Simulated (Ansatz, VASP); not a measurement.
**Two plane-wave programs on Sc2GaN3**

```
CELL_PARAMETERS angstrom
3.21531 0.00000 0.00000
-1.60766 2.78454 0.00000
0.00000 0.00000 8.09640
ATOMIC_POSITIONS crystal
Sc 0.00000 0.00000 0.16121
Sc 0.33333 0.66667 0.48718
Ga 0.00000 0.00000 0.83363
N 0.33333 0.66667 0.95247
N 0.00000 0.00000 0.60461
N 0.66667 0.33333 0.29089
```

Alike in both runs: functional PBE; k mesh 4 × 4 × 2; occupations gaussian, width 0.15 eV; no spin polarisation.

Ansatz relaxed the structure, and its values are those at the end. VASP's run is a single point on that final structure, the one shown.

|  | VASP | Ansatz |
| --- | --- | --- |
| version | VASP 6.6.1 | Ansatz 0.2.0 |
| potentials or method | VASP PAW PBE potentials, release 64 (Sc_sv, Ga_d, N), cutoff 600 eV | scalar-relativistic, plane waves, PAW |
| valence electrons in the cell | 50 | 50 |

Ansatz gave:

- gap on the k mesh at the Fermi level (eV): 2.03
- least direct gap on the mesh (eV): 2.39
- pressure (GPa): -0.2
- rms of the force components (eV/Å): 0.004

Task: Which values does VASP return?

Result: gap on the k mesh at the Fermi level (eV): 2.02; least direct gap on the mesh (eV): 2.38; pressure (GPa): 0.4; rms of the force components (eV/Å): 0.028.

With one functional, cell and mesh, what is left measures potentials, basis and numerics.

The k mesh is coarse, so the values compare programs but aren't converged.
